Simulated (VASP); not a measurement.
# Mn: single point with PBE

Crystal: Mn.

```xyz
4
Lattice="2.4849 0.0000 0.0000 -1.2425 2.1520 0.0000 0.0000 0.0000 8.0182" Properties=species:S:1:pos:R:3 pbc="T T T"
Mn    1.2425    2.1520    0.0000
Mn    1.2425    2.1520    4.0091
Mn    0.0000    1.4347    2.0046
Mn    1.2425    0.7173    6.0137
```

This isn't the form of Mn at room conditions, which is a 58-atom cubic cell.

| Quantity | Value |
| --- | --- |
| Program | VASP 6.6.1 |
| Task | single point |
| Functional | PBE |
| Potentials or basis | VASP PAW PBE potentials, release 64 (Mn_pv) |
| Cutoff | 520 eV |
| k mesh | 16 × 16 × 5 |
| Occupations | fermi-dirac, width 0.1 eV |
| Spin | no spin polarisation |
| Dipole correction | no |
| Further INCAR settings | ALGO = Normal; EDIFF = 1e-06; NBANDS = 34 |

The pressure is -0.1 GPa and the band gap on the k mesh is zero (bands 26 and 27 overlap by 2.19 eV).

Stress tensor (GPa, compression positive):
```
-0.07  0.00  0.00
 0.00 -0.07  0.00
 0.00  0.00 -0.19
```

Levels at points of the mesh, in eV from the Fermi level:
| k point | band 24 | band 25 | band 26 | band 27 | band 28 | band 29 |
| --- | --- | --- | --- | --- | --- | --- |
| (0.00, 0.00, 0.00) | -0.77 | -0.77 | -0.70 | -0.70 | 0.24 | 0.24 |
| (0.50, 0.00, 0.00) | 0.11 | 0.12 | 1.33 | 1.75 | 1.75 | 1.84 |

Wall time 57 s on 1 thread of AMD EPYC 9R45 96-Core Processor (Zen 5), on a shared host, peak memory 0.18 GiB.

Caveat: the run has no spin polarisation, though such a crystal can be magnetic. Spin polarisation is off, so any magnetic state and its effect on volume and gap are missing.
